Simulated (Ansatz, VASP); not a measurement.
# Two plane-wave programs on CsSnI3

```
Cs I Sn
1.0
     6.20570    0.00000    0.00000
     0.00000    6.20570    0.00000
     0.00000    0.00000    6.20570
Cs I Sn
1 3 1
Direct
  0.00000 0.00000 0.00000
  0.50000 0.50000 0.00000
  0.50000 0.00000 0.50000
  0.00000 0.50000 0.50000
  0.50000 0.50000 0.50000
```

Alike in both runs: task single point; functional PBE; k mesh 6 × 6 × 6; occupations fermi-dirac, width 0.05 eV; no spin polarisation.

|  | VASP | Ansatz |
| --- | --- | --- |
| version | VASP 6.6.1 | Ansatz 0.2.0 |
| potentials or method | VASP PAW PBE potentials, release 64 (Cs_sv, I, Sn_d) | Ansatz PAW |
| plane-wave cutoff (eV) | 520 | 420 |
| valence electrons in the cell | 44 | 74 |

|  | VASP | Ansatz | Ansatz less VASP |
| --- | --- | --- | --- |
| gap on the k mesh at the Fermi level (eV) | 0.31 | 0.31 | +0.006 |
| least direct gap on the mesh (eV) | 0.31 | 0.31 | +0.006 |
| pressure (GPa) | 0.6 | 0.6 | 0.00 |

VASP's potentials hold 44 valence electrons a cell and Ansatz's 74, so a difference there can come from the potentials and not from the codes.

Spin-orbit coupling is off throughout.
